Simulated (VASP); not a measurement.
Set up this calculation in VASP 6.6.1, as the native input.

- Task: single point
- Functional: LDA
- Potentials or basis: VASP PAW LDA potentials, release 64 (Si, O)
- Cutoff: 520 eV
- k mesh: 4 × 4 × 4
- Occupations: gaussian, width 0.02 eV
- Spin: no spin polarisation
- Dipole correction: no
- Further INCAR settings: LREAL = Auto; ALGO = Normal; EDIFF = 1e-06; NBANDS = 82

The structure of SiO2 lies in POSCAR:

```
SiO2
1.0
    7.0502880300      0.0000000000      0.0000000000
    0.0000000000      7.0502880300      0.0000000000
    0.0000000000      0.0000000000      7.0502880300
Si O
8 16
Direct
    0.2837569155      0.2837569155      0.2837569155
    0.2162430845      0.7162430845      0.7837569155
    0.7837569155      0.2162430845      0.7162430845
    0.7162430845      0.7837569155      0.2162430845
    1.0220656142      1.0220656142      1.0220656142
    0.4779343858     -0.0220656142      0.5220656142
    0.5220656142      0.4779343858     -0.0220656142
   -0.0220656142      0.5220656142      0.4779343858
    0.1527558841      0.1527558841      0.1527558841
    0.3472441159      0.8472441159      0.6527558841
    0.6527558841      0.3472441159      0.8472441159
    0.8472441159      0.6527558841      0.3472441159
    0.6391200602      0.6644170582      0.0379145809
    0.8608799398      0.3355829418      0.5379145809
    0.1391200602      0.8355829418      0.9620854191
    0.3608799398      0.1644170582      0.4620854191
    0.0379145809      0.6391200602      0.6644170582
    0.5379145809      0.8608799398      0.3355829418
    0.9620854191      0.1391200602      0.8355829418
    0.4620854191      0.3608799398      0.1644170582
    0.6644170582      0.0379145809      0.6391200602
    0.3355829418      0.5379145809      0.8608799398
    0.8355829418      0.9620854191      0.1391200602
    0.1644170582      0.4620854191      0.3608799398
```

One way to write it, as run:

INCAR

```
ALGO = Normal ; EDIFF = 1E-6
ENCUT = 520 ; GGA = CA
ISIF = 2 ; ISMEAR = 0
LASPH = True ; LCHARG = False
LREAL = Auto ; LWAVE = False
NBANDS = 82 ; NELM = 100
PREC = Accurate ; SIGMA = 0.02
```

KPOINTS

```
k-points
0
Gamma
  4 4 4
```

Potentials or basis: VASP PAW LDA potentials, release 64 (Si, O).

Run with:

```sh
$ cat potpaw_LDA.64/Si/POTCAR potpaw_LDA.64/O/POTCAR > POTCAR
$ mpirun -np 1 vasp_std > vasp.out
```

Results of the run:

The pressure is 0.5 GPa. The largest force is 0.046 eV/Å and the band gap on the k mesh is 5.64 eV, indirect (least direct gap 5.64 eV).

Run time: 8.9 min on 1 thread of Oxide Virtual Turin-like Processor (shared host), peak memory 0.38 GiB.
